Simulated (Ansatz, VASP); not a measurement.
## SnSe2: VASP beside Ansatz

Contents of INCAR:

```
SYSTEM = SnSe2
ALGO = Normal
EDIFF = 1E-7
ENCUT = 520
GGA = PS
ISIF = 2
ISMEAR = 0
LASPH = .TRUE.
LCHARG = .TRUE.
LELF = .TRUE.
LREAL = .FALSE.
LVHAR = .TRUE.
LWAVE = .FALSE.
NBANDS = 20
NELM = 80
PREC = Accurate
SIGMA = 0.05
```

Contents of KPOINTS:

```
k-points
0
G
  6 6 4
  0 0 0
```

The input POSCAR:

```
SnSe2
1.0
    3.8109987816      0.0000000000      0.0000000000
   -1.9054993908      3.3004217586      0.0000000000
    0.0000000000      0.0000000000      6.1370000000
Sn Se
1 2
Direct
    0.0000000000      0.0000000000      0.0000000000
    0.2455331159      0.6023924466      0.2011161805
    0.6666666667      0.3333333333      0.7500000000
```

Input for Ansatz:

```yaml
crystal:
  lattice:
    - [3.8109987816, 0.0, 0.0]
    - [-1.9054993908, 3.3004217586, 0.0]
    - [0.0, 0.0, 6.137]
  atoms:
    - { symbol: Sn, position: [0.0, 0.0, 0.0] }
    - { symbol: Se, position: [0.2455331159, 0.6023924466, 0.2011161805] }
    - { symbol: Se, position: [0.6666666667, 0.3333333333, 0.75] }
basis:
  ecutwfc: 420
kpoints:
  mp_grid: { grid: [6, 6, 4] }
hamiltonian:
  xc: pbesol
scf:
  occupations: { method: gaussian, width: 0.05 }
output:
  forces: true
  stress: true
  eigenvalues: true
```

Alike in both runs: task single point; functional PBEsol; k mesh 6 × 6 × 4; occupations gaussian, width 0.05 eV; no spin polarisation.

|  | VASP | Ansatz |
| --- | --- | --- |
| version | VASP 6.6.1 | Ansatz 0.2.0 |
| potentials or method | VASP PAW PBE potentials, release 64 (Sn_d, Se), cutoff 520 eV | scalar-relativistic, plane waves, PAW |
| valence electrons in the cell | 26 | 46 |

```csv
,VASP,Ansatz,Ansatz less VASP
gap on the k mesh at the Fermi level (eV),0.39,0.41,+0.011
least direct gap on the mesh (eV),0.77,0.78,+0.008
pressure (GPa),11.6,11.5,-0.15
"traceless stress, the component that is largest in VASP (GPa)",5.36,5.37,+0.008
rms of the force components (eV/Å),2.082,2.074,-0.0084
```

VASP's potentials were made for PBE, not for PBEsol. Atom by atom the forces differ by 0.012 eV/Å (rms over components). VASP's potentials hold 26 valence electrons a cell and Ansatz's 46, so a difference there can come from the potentials and not from the codes.
